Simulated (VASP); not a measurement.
# Ca (Fm-3m) in VASP: single point with PBE

Aim: the single point of Ca with PBE.

Program: VASP 6.6.1. These are calculated values, not measurements. Logs are shortened: lines on timing, memory, paths and dates and some standing lists are left out, and cuts for length are marked.

**1. The cell of the first run**

The structure is cubic, space group Fm-3m (No. 225). The conventional cell has a = 5.530 Å, b = 5.530 Å, c = 5.530 Å, α = 90.00°, β = 90.00°, γ = 90.00°. Within 5.1 Å of Ca (site symmetry m-3m) lie 12 Ca at 3.91 Å.

**2. Single point, PBE**

Contents of INCAR:

```
ALGO     = Normal         # electronic algorithm
EDIFF    = 1E-6           # SCF threshold, eV
ENCUT    = 520            # plane-wave cutoff, eV
GGA      = PE             # functional
ISIF     = 2              # what is computed and relaxed
ISMEAR   = -1             # smearing method
LASPH    = T              # aspherical terms in the spheres
LCHARG   = F              # write CHGCAR
LREAL    = F              # projectors in reciprocal space
LWAVE    = F              # write WAVECAR
NBANDS   = 11             # bands
NELM     = 60             # most SCF steps
PREC     = Accurate       # precision mode
SIGMA    = 0.13605693000000002 # smearing width, eV
```

Contents of KPOINTS:

```
k-points
0
Gamma
  10 10 10
```

Contents of POSCAR:

```
Ca
1.0
    0.0000000000      2.7648671384      2.7648671384
    2.7648671384      0.0000000000      2.7648671384
    2.7648671384      2.7648671384      0.0000000000
Ca
1
Direct
    0.0000000000      0.0000000000      0.0000000000
```

Potentials or basis: VASP PAW PBE potentials, release 64 (Ca_sv).

Launch:

```console
$ cat potpaw_PBE.64/Ca_sv/POTCAR > POTCAR
$ mpirun -np 1 vasp_std > vasp.out
```

OUTCAR:

```text
EDIFF = 1E-6
   ENCUT = 520
   GGA = PE
   ISIF = 2
   ISMEAR = -1
   LASPH = T
   LREAL = F
   NELM = 60
   PREC = Accurate

 ion  position               nearest neighbor table
   1  0.000  0.000  0.000-

  LATTYP: Found a face centered cubic cell.
 ALAT       =     5.5297342768

  Lattice vectors:

 A1 = (   0.0000000000,   2.7648671384,   2.7648671384)
 A2 = (   2.7648671384,   0.0000000000,   2.7648671384)
 A3 = (   2.7648671384,   2.7648671384,   0.0000000000)

Analysis of symmetry for initial positions (statically):
=====================================================================
 Subroutine PRICEL returns:
 Original cell was already a primitive cell.

 Routine SETGRP: Setting up the symmetry group for a
 face centered cubic supercell.

 Subroutine GETGRP returns: Found 48 space group operations
 (whereof 48 operations were pure point group operations)
 out of a pool of 48 trial point group operations.

The static configuration has the point symmetry O_h .

Analysis of symmetry for dynamics (positions and initial velocities):
=====================================================================
 Subroutine PRICEL returns:
 Original cell was already a primitive cell.

 Routine SETGRP: Setting up the symmetry group for a
 face centered cubic supercell.

 Subroutine GETGRP returns: Found 48 space group operations
 (whereof 48 operations were pure point group operations)
 out of a pool of 48 trial point group operations.

The dynamic configuration has the point symmetry O_h .

 Subroutine INISYM returns: Found 48 space group operations
 (whereof 48 operations are pure point group operations),
 and found     1 'primitive' translations

----------------------------------------------------------------------------------------

                                     Primitive cell

  volume of cell :      42.2720

  direct lattice vectors                    reciprocal lattice vectors
     0.000000000  2.764867138  2.764867138    -0.180840516  0.180840516  0.180840516
     2.764867138  0.000000000  2.764867138     0.180840516 -0.180840516  0.180840516
     2.764867138  2.764867138  0.000000000     0.180840516  0.180840516 -0.180840516

  length of vectors
     3.910112605  3.910112605  3.910112605     0.313224962  0.313224962  0.313224962

  position of ions in fractional coordinates (direct lattice)
     0.000000000  0.000000000  0.000000000

  ion indices of the primitive-cell ions
   primitive index   ion index
                 1           1

----------------------------------------------------------------------------------------

 KPOINTS: k-points

Automatic generation of k-mesh.
 Grid dimensions read from file:
 generate k-points for:   10   10   10

 Generating k-lattice:

  Cartesian coordinates                     Fractional coordinates (reciprocal lattice)
    -0.018084052  0.018084052  0.018084052     0.100000000  0.000000000  0.000000000
     0.018084052 -0.018084052  0.018084052     0.000000000  0.100000000  0.000000000
     0.018084052  0.018084052 -0.018084052     0.000000000  0.000000000  0.100000000

  Length of vectors
     0.031322496  0.031322496  0.031322496

  Shift w.r.t. Gamma in fractional coordinates (k-lattice)
     0.000000000  0.000000000  0.000000000

 Subroutine IBZKPT returns following result:
 ===========================================

 Found     47 irreducible k-points:

 Following reciprocal coordinates:
            Coordinates               Weight
  0.000000  0.000000  0.000000      1.000000
  0.100000  0.000000  0.000000      8.000000
  0.200000  0.000000  0.000000      8.000000
  0.300000  0.000000  0.000000      8.000000
  0.400000  0.000000  0.000000      8.000000
  0.500000  0.000000  0.000000      4.000000
[... 16 lines left out ...]
  0.300000  0.300000  0.000000      6.000000
  0.400000  0.300000  0.000000     24.000000
 [... further k-points ...]
   k-points           NKPTS =     47   k-points in BZ     NKDIM =     47   number of bands    NBANDS=     11
   number of dos      NEDOS =    301   number of ions     NIONS =      1
   total plane-waves  NPLWV =  27000
   dimension x,y,z NGX =    30 NGY =   30 NGZ =   30
   dimension x,y,z NGXF=    60 NGYF=   60 NGZF=   60
   ions per type =               1
   NGX,Y,Z   is equivalent  to a cutoff of  12.76, 12.76, 12.76 a.u.
   NGXF,Y,Z  is equivalent  to a cutoff of  25.51, 25.51, 25.51 a.u.
 SYSTEM =  unknown system
   PREC   = accura    normal or accurate (medium, high low for compatibility)
   ISTART =      0    job   : 0-new  1-cont  2-samecut
   ICHARG =      2    charge: 1-file 2-atom 10-const
   ISPIN  =      1    spin polarized calculation?
   LNONCOLLINEAR =      F non collinear calculations
   LSORBIT =      F    spin-orbit coupling
   LASPH  =      T    aspherical Exc in radial PAW
   ENCUT  =  520.0 eV  38.22 Ry    6.18 a.u.   7.27  7.27  7.27*2*pi/ulx,y,z
   NELM   =     60;   NELMIN=  2; NELMDL= -5     # of ELM steps
   EDIFF  = 0.1E-05   stopping-criterion for ELM
   LREAL  =      F    real-space projection
   EDIFFG = 0.1E-04   stopping-criterion for IOM
   NSW    =      0    number of steps for IOM
   IBRION =     -1    ionic relax: 0-MD 1-quasi-New 2-CG
   NFREE  =      0    steps in history (QN), initial steepest desc. (CG)
   ISIF   =      2    stress and relaxation
   ISYM   =      2    0-nonsym 1-usesym 2-fastsym
   POTIM  = 0.5000    time-step for ionic-motion
   TEBEG  =    0.0;   TEEND  =   0.0 temperature during run
   PSTRESS=    0.0 pullay stress
   NELECT =      10.0000    total number of electrons
   NUPDOWN=      -1.0000    fix difference up-down
   EMIN   =  10.00;   EMAX   =-10.00  energy-range for DOS
   EFERMI =   0.00;   METHOD = LEGACY
   ISMEAR =    -1;   SIGMA  =   0.14  broadening in eV -4-tet -1-fermi 0-gaus
   EFERMI_NEDOS =   21; number of points for ismear=-14 and -15
   IALGO  =     38    algorithm
   IMIX   =      4    mixing-type and parameters
     AMIX     =   0.40;   BMIX     =  1.00
     AMIX_MAG =   1.60;   BMIX_MAG =  1.00
  volume/ion in A,a.u.               =      42.27       285.27
  Fermi-wavevector in a.u.,A,eV,Ry     =   1.012490  1.913328 13.947811  1.025135
  Thomas-Fermi vector in A             =   2.145602
   LORBIT       =      0    0 simple, 1 ext, 2 COOP (PROOUT), +10 PAW based schemes
   GGA     = PE    functional components
   LHFCALC =     F    Hartree Fock is set to
   AEXX    =    0.0000 exact exchange contribution
   IVDW    =     0    specifies the selected vdW correction
   LEPSILON=     F    determine dielectric tensor
   LRPA    =     F    only Hartree local field effects (RPA)
 non-spin polarized calculation
  energy-cutoff  :      520.00
  volume of cell :       42.27
 maximum number of plane-waves:      1159
 NGX is ok and might be reduce to    30
   NGX = 15   NGY = 15   NGZ = 15

 number of electron      10.0000000 magnetization

 Free energy of the ion-electron system (eV)
  ---------------------------------------------------
  ext. energy  EPLUGINS =         0.00000000
  ---------------------------------------------------
  free energy    TOTEN  =        -1.96834714 eV

  energy without entropy =       -1.89568076  energy(sigma->0) =       -1.93201395

 E-fermi :   1.9523     XC(G=0):  -7.7287

 val. band max:        1.9197210123   @ k =   0.5000   0.1000   0.0000
 cond. band min:       1.9525056301   @ k =  -0.4000   0.3000   0.0000
 fundamental gap:      0.0327846178
 Fermi energy:         1.9523428314

 k-point     1 :       0.0000    0.0000    0.0000
  band No.  band energies     occupation
      1     -40.0510      2.00000
      2     -20.9693      2.00000
      3     -20.9693      2.00000
      4     -20.9693      2.00000
      5      -2.0685      2.00000
      6       4.2970      0.00000
      7       4.2970      0.00000
      8       4.2970      0.00000
      9       5.3676      0.00000
     10       5.3676      0.00000
     11      11.0634      0.00000

 k-point     2 :       0.1000    0.0000    0.0000
  band No.  band energies     occupation
      1     -40.0497      2.00000
      2     -20.9826      2.00000
      3     -20.9711      2.00000
      4     -20.9711      2.00000
      5      -1.8980      2.00000
      6       4.1154      0.00000
      7       4.3593      0.00000
      8       4.3593      0.00000
      9       5.3151      0.00000
     10       5.3151      0.00000
     11      11.2351      0.00000

 k-point     3 :       0.2000    0.0000    0.0000
  band No.  band energies     occupation
      1     -40.0463      2.00000
      2     -21.0173      2.00000
      3     -20.9759      2.00000
      4     -20.9759      2.00000
      5      -1.4035      2.00000
      6       3.6609      0.00001
      7       4.4474      0.00000
      8       4.4474      0.00000
      9       5.2917      0.00000
     10       5.2917      0.00000
     11      10.1135      0.00000

 k-point     4 :       0.3000    0.0000    0.0000
  band No.  band energies     occupation
      1     -40.0421      2.00000
      2     -21.0598      2.00000
      3     -20.9818      2.00000
      4     -20.9818      2.00000
      5      -0.6386      2.00000
      6       3.0650      0.00056
      7       4.3740      0.00000
      8       4.3740      0.00000
      9       5.5302      0.00000
     10       5.5302      0.00000
     11       8.6312      0.00000

 k-point     5 :       0.4000    0.0000    0.0000
  band No.  band energies     occupation
      1     -40.0388      2.00000
      2     -21.0938      2.00000
      3     -20.9866      2.00000
      4     -20.9866      2.00000
      5       0.2869      1.99999
      6       2.3671      0.09055
      7       4.2394      0.00000
      8       4.2394      0.00000
      9       5.8845      0.00000
     10       5.8845      0.00000
     11       7.5582      0.00000
[... 211 lines left out ...]
 k-point    21 :      -0.3000    0.2000    0.0000
  band No.  band energies     occupation
      1     -40.0375      2.00000
      2     -21.0740      2.00000
      3     -21.0207      2.00000
      4     -20.9884      2.00000
      5       0.4713      1.99996
      6       2.7530      0.00555
      7       3.5515      0.00002
      8       4.6180      0.00000
      9       5.3915      0.00000
     10       6.2990      0.00000
     11       7.9382      0.00000

 k-point    22 :      -0.2000    0.2000    0.0000
  band No.  band energies     occupation
      1     -40.0407      2.00000
      2     -21.0532      2.00000
      3     -21.0076      2.00000
      4     -20.9812      2.00000
      5      -0.3814      2.00000
      6       3.1733      0.00025
      7       3.8893      0.00000
      8       4.7531      0.00000
      9       4.9687      0.00000
     10       5.9940      0.00000
     11       9.0674      0.00000

 k-point    23 :       0.3000    0.3000    0.0000
  band No.  band energies     occupation
      1     -40.0392      2.00000
      2     -21.0556      2.00000
      3     -21.0023      2.00000
      4     -21.0023      2.00000
      5      -0.2000      2.00000
      6       3.0288      0.00073
      7       3.8212      0.00000
      8       5.1449      0.00000
      9       5.1449      0.00000
     10       5.7966      0.00000
     11       9.9842      0.00000

 k-point    24 :       0.4000    0.3000    0.0000
  band No.  band energies     occupation
      1     -40.0366      2.00000
      2     -21.0740      2.00000
      3     -21.0122      2.00000
      4     -21.0080      2.00000
      5       0.4499      1.99997
      6       2.7991      0.00396
      7       3.4532      0.00003
      8       5.2560      0.00000
      9       5.5616      0.00000
     10       6.0018      0.00000
     11       8.5803      0.00000

 [... further k-points ...]
[... 5 lines left out ...]
  --------------------------------------------------------------------------------------
  -------------------------------------------------------------------------------------
  Total       -0.0018078     -0.0018078     -0.0018078     -0.0000000      0.0000000     -0.0000000
  in kB       -0.0685190     -0.0685190     -0.0685190     -0.0000000      0.0000000     -0.0000000
  external PRESSURE =      -0.0685190 kB  Pullay stress =       0.0000000 kB

 VOLUME and BASIS-vectors are now :
 -----------------------------------------------------------------------------
  energy-cutoff  :      520.00
  volume of cell :       42.27
      direct lattice vectors                 reciprocal lattice vectors
     0.000000000  2.764867138  2.764867138    -0.180840516  0.180840516  0.180840516
     2.764867138  0.000000000  2.764867138     0.180840516 -0.180840516  0.180840516
     2.764867138  2.764867138  0.000000000     0.180840516  0.180840516 -0.180840516

 POSITION                                       TOTAL-FORCE (eV/Angst)
 -----------------------------------------------------------------------------------
      0.00000      0.00000      0.00000         0.000000      0.000000      0.000000
 -----------------------------------------------------------------------------------
    total drift:                               -0.000000     -0.000000     -0.000000

  FREE ENERGIE OF THE ION-ELECTRON SYSTEM (eV)
  ---------------------------------------------------
  free  energy   TOTEN  =        -1.9683471423 eV

  energy  without entropy=       -1.8956807559  energy(sigma->0) =       -1.93201395
```

Run time: 18 s. Hardware: 1 thread of AMD EPYC 7R43 (Zen 3), shared host; peak memory 0.14 GiB.

What came out:

```yaml
Free_energy: -1.9683 eV
Pressure: 0.0 GPa
Band_gap_on_the_k_mesh: zero (band 5 reaches 2.07 eV, above the bottom of band 6 at 1.79 eV)
```
